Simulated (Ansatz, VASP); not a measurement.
# Au in VASP and in Ansatz

The input INCAR:

```
SYSTEM = Au
  ALGO = Normal
  EDIFF = 1E-8
  ENCUT = 520
  GGA = CA
  ISIF = 2
  ISMEAR = -1
  LASPH = .TRUE.
  LCHARG = .FALSE.
  LEFG = .TRUE.
  LREAL = .FALSE.
  LWAVE = .FALSE.
  NBANDS = 18
  NELM = 100
  PREC = Accurate
  SIGMA = 0.03
```

File KPOINTS:

```
k-points
0
G
  14 14 8
  0 0 0
```

The input POSCAR:

```
Au
1.0
    2.8805347474      0.0000000000      0.0000000000
   -1.4402673737      2.4946162678      0.0000000000
    0.0000000000      0.0000000000      4.8472473353
Au
2
Direct
    0.3333333333      0.6666666667      0.7500000000
    0.6666666667      0.3333333333      0.2500000000
```

Input for Ansatz:

```yaml
crystal:
  lattice:
    - [2.8805347474, 0.0, 0.0]
    - [-1.4402673737, 2.4946162678, 0.0]
    - [0.0, 0.0, 4.8472473353]
  atoms:
    - { symbol: Au, position: [0.3333333333, 0.6666666667, 0.75] }
    - { symbol: Au, position: [0.6666666667, 0.3333333333, 0.25] }
kpoints:
  mp_grid: { grid: [14, 14, 8] }
scf:
  occupations: { method: fermi_dirac, width: 0.03 }
hamiltonian:
  xc: lda
  pseudopotentials: { kind: all_electron, datasets: crystal }
output:
  forces: true
  stress: true
  eigenvalues: true
  efg: { contact_densities: true }
```

Change from the starting cell: volume scaled by 0.98, crystal datasets.

Alike in both runs: task electric field gradients; functional LDA; k mesh 14 × 14 × 8; occupations fermi-dirac, width 0.03 eV; no spin polarisation.

```csv
,VASP,Ansatz
version,VASP 6.6.1,Ansatz 0.2.0
potentials or method,"VASP PAW LDA potentials, release 64 (Au), cutoff 520 eV","all-electron PAW with datasets made for the crystal, scalar-relativistic"
```

Ansatz gave:

```
pressure (GPa)                                                : -8.1
traceless stress, the component that is largest in VASP (GPa) : -0.09
size of Vzz on the site where it differs most (V/Å²)          : 12.8
```

Task: Which values does VASP return?

Result: Pressure (GPa): -7.6; traceless stress, the component that is largest in VASP (GPa): -0.22; size of Vzz on the site where it differs most (V/Å²): 26.0.

LDA's correlation is that of Perdew and Zunger in VASP and of Perdew and Wang (1992) in Ansatz. Ansatz ran all-electron here, and VASP with PAW potentials.

Neither program's run includes spin-orbit coupling.
